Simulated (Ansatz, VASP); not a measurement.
## Two plane-wave programs on Sc3Al

Contents of INCAR:

```
SYSTEM = Sc3Al
PREC     = Accurate       ! precision mode
ENCUT    = 520            ! plane-wave cutoff, eV
EDIFF    = 1E-6           ! SCF threshold, eV
ISMEAR   = 0              ! smearing method
SIGMA    = 0.15           ! smearing width, eV
LREAL    = .False.        ! projectors in reciprocal space
LASPH    = .True.         ! aspherical terms in the spheres
NELM     = 100            ! most SCF steps
ALGO     = Fast           ! electronic algorithm
ISIF     = 2              ! what is computed and relaxed
LWAVE    = .False.        ! write WAVECAR
LCHARG   = .False.        ! write CHGCAR
GGA      = PS             ! functional
NBANDS   = 26             ! bands
```

KPOINTS

```
regular mesh
0
Gamma
  12 12 12
  0 0 0
```

Contents of POSCAR:

```
Sc3Al
1.0
    4.8669594354      0.0000000000      0.0000000000
    0.0000000000      4.8669594354      0.0000000000
    0.0000000000      0.0000000000      4.3747949981
Sc Al
3 1
Direct
    0.5000000000      0.0000000000      0.5000000000
    0.0000000000      0.5000000000      0.5000000000
    0.5000000000      0.5000000000      0.0000000000
    0.0000000000      0.0000000000      0.0000000000
```

Input for Ansatz:

```yaml
crystal:
  lattice:
    - [4.8669594354, 0.0, 0.0]
    - [0.0, 4.8669594354, 0.0]
    - [0.0, 0.0, 4.3747949981]
  atoms:
    - { symbol: Sc, position: [0.5, 0.0, 0.5] }
    - { symbol: Sc, position: [0.0, 0.5, 0.5] }
    - { symbol: Sc, position: [0.5, 0.5, 0.0] }
    - { symbol: Al, position: [0.0, 0.0, 0.0] }
basis:
  ecutwfc: 420
kpoints:
  mp_grid: { grid: [12, 12, 12] }
hamiltonian:
  xc: pbesol
scf:
  occupations: { method: gaussian, width: 0.15 }
output:
  forces: true
  stress: true
  eigenvalues: true
```

Change from the starting cell: strain +0.1125 x Voigt [1, 1, 0, 0, 0, 0], atoms carried along.

Alike in both runs: task single point; functional PBEsol; k mesh 12 × 12 × 12; occupations gaussian, width 0.15 eV; no spin polarisation.

```csv
,VASP,Ansatz
version,VASP 6.6.1,Ansatz 0.2.0
potentials or method,"VASP PAW PBE potentials, release 64 (Sc_sv, Al), cutoff 520 eV","scalar-relativistic, plane waves, PAW"
valence electrons in the cell,36,36
```

VASP gave:

* gap on the k mesh at the Fermi level (eV): none
* pressure (GPa): -9.6
* traceless stress, the component that is largest in VASP (GPa): 2.61

Problem. What did Ansatz give for the same quantities?

Solution. gap on the k mesh at the Fermi level (eV): none; pressure (GPa): -9.6; traceless stress, the component that is largest in VASP (GPa): 2.60.

VASP's potentials were made for PBE, not for PBEsol. A gap of «none» marks a metal or a gap that the smearing closes.
